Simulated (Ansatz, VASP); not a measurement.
## ZnS in VASP and in Ansatz

POSCAR

```
ZnS
1.0
   -2.7046500000     -2.7046500000      0.0000000000
    2.7046500000     -2.7046500000      0.0000000000
    0.0000000000      0.0000000000     11.5686000000
Zn S
4 4
Direct
    0.0000000000      0.0000000000      0.8767212541
    0.5000000000      0.5000000000      0.1753442508
    0.0000000000      0.0000000000      0.4091365852
    0.5000000000      0.5000000000      0.6429289197
    0.5000000000      0.0000000000      0.2922404180
    0.0000000000      0.5000000000      0.5260327525
    0.5000000000      0.0000000000      0.7598250869
    0.0000000000      0.5000000000      0.0584480836
```

File INCAR.step1:

```
  PREC = Accurate
  ENCUT = 520
  ISMEAR = 0
  SIGMA = 0.05
  LREAL = False
  LASPH = True
  NELM = 80
  NBANDS = 46
  GGA = PE
  ALGO = Normal
  EDIFF = 1E-4
  LWAVE = True
  LCHARG = False
```

INCAR.step2

```
  PREC = Accurate
  ENCUT = 520
  EDIFF = 1E-7
  ISMEAR = 0
  SIGMA = 0.05
  LREAL = False
  LASPH = True
  NELM = 80
  ALGO = Normal
  ISIF = 2
  LWAVE = False
  LCHARG = False
  METAGGA = R2SCAN
  LMIXTAU = True
  NBANDS = 46
  ISTART = 1
```

KPOINTS

```
Automatic mesh
0
Gamma
  6 6 2
```

Input for Ansatz:

```yaml
crystal:
  lattice:
    - [-2.70465, -2.70465, 0.0]
    - [2.70465, -2.70465, 0.0]
    - [0.0, 0.0, 11.5686]
  atoms:
    - { symbol: Zn, position: [0.0, 0.0, 0.8767212541] }
    - { symbol: Zn, position: [0.5, 0.5, 0.1753442508] }
    - { symbol: Zn, position: [0.0, 0.0, 0.4091365852] }
    - { symbol: Zn, position: [0.5, 0.5, 0.6429289197] }
    - { symbol: S, position: [0.5, 0.0, 0.292240418] }
    - { symbol: S, position: [0.0, 0.5, 0.5260327525] }
    - { symbol: S, position: [0.5, 0.0, 0.7598250869] }
    - { symbol: S, position: [0.0, 0.5, 0.0584480836] }
basis:
  ecutwfc: 500
kpoints:
  mp_grid: { grid: [6, 6, 2] }
hamiltonian:
  xc: r2scan
scf:
  occupations: { method: gaussian, width: 0.05 }
output:
  forces: true
  stress: true
  eigenvalues: true
```

Alike in both runs: task single point; functional r2SCAN; k mesh 6 × 6 × 2; occupations gaussian, width 0.05 eV; no spin polarisation.

|  | VASP | Ansatz |
| --- | --- | --- |
| version | VASP 6.6.1 | Ansatz 0.2.0 |
| potentials or method | VASP PAW PBE potentials, release 64 (Zn, S), cutoff 520 eV | scalar-relativistic, plane waves, PAW |
| valence electrons in the cell | 72 | 72 |

```csv
,VASP,Ansatz,Ansatz less VASP
gap on the k mesh at the Fermi level (eV),1.26,1.26,0.000
least direct gap on the mesh (eV),1.31,1.31,-0.001
pressure (GPa),-3.4,-3.4,-0.05
"traceless stress, the component that is largest in VASP (GPa)",-2.98,-2.93,+0.043
rms of the force components (eV/Å),0.578,0.574,-0.0043
```

VASP's potentials were made for PBE, not for r2SCAN. Atom by atom the forces differ by 0.008 eV/Å (rms over components).
